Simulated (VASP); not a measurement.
Ca, 7 atoms in the cell. The typed cell holds 7 atoms: a = 7.629 Å, b = 7.629 Å, c = 7.629 Å, α = 109.36°, β = 109.36°, γ = 109.69°. 

```yaml
Program: VASP 6.6.1
Task: single point
Functional: PBEsol
Potentials_or_basis: VASP PAW PBE potentials, release 64 (Ca_sv)
Cutoff: 520 eV
k_mesh: 2 × 2 × 2
Occupations: fermi-dirac, width 0.1 eV
Spin: no spin polarisation
Dipole_correction: no
Further_INCAR_settings: ALGO = Normal; EDIFF = 1e-06; NBANDS = 44
```

Potentials or basis: VASP PAW PBE potentials, release 64 (Ca_sv).

Run with:

```sh
$ cat potpaw_PBE.64/Ca_sv/POTCAR > POTCAR
$ mpirun -np 1 vasp_std > vasp.out
```

Hardware: 1 thread of Intel(R) Xeon(R) 6975P-C (Granite Rapids) (shared host).

Q: How long does it take, and how much memory?

A: Run time: 100 s on 1 thread of Intel(R) Xeon(R) 6975P-C (Granite Rapids) (shared host), peak memory 0.49 GiB. Counts: scf iterations 14, k points 8.
